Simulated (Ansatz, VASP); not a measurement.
One calculation of C, two programs

```
C
1.0
     2.52628    0.00000    0.00000
    -1.26314    2.18782    0.00000
     0.00000    0.00000    3.66127
C
2
Direct
  0.33802 0.67604 0.00000
  0.66198 0.32396 0.00000
```

Change from the starting cell: mode 6 frozen in at +0.020 Å, equal normal strain along x, y and z +0.0250.

Alike in both runs: task single point; functional PBE; dispersion D3(BJ); k mesh 21 × 21 × 12; occupations gaussian, width 0.15 eV; no spin polarisation.

|  | VASP | Ansatz |
| --- | --- | --- |
| version | VASP 6.6.1 | Ansatz 0.2.0 |
| potentials or method | VASP PAW PBE potentials, release 64 (C), cutoff 520 eV | scalar-relativistic, plane waves, PAW |
| valence electrons in the cell | 8 | 8 |

VASP gave:

- gap on the k mesh at the Fermi level (eV): none
- pressure (GPa): -16.6
- traceless stress, the component that is largest in VASP (GPa): 16.13
- rms of the force components (eV/Å): 1.106

Which values does Ansatz return?

gap on the k mesh at the Fermi level (eV): none; pressure (GPa): -16.9; traceless stress, the component that is largest in VASP (GPa): 16.55; rms of the force components (eV/Å): 1.101.

Atom by atom the forces differ by 0.005 eV/Å (rms over components). A gap of «none» marks a metal or a gap that the smearing closes.
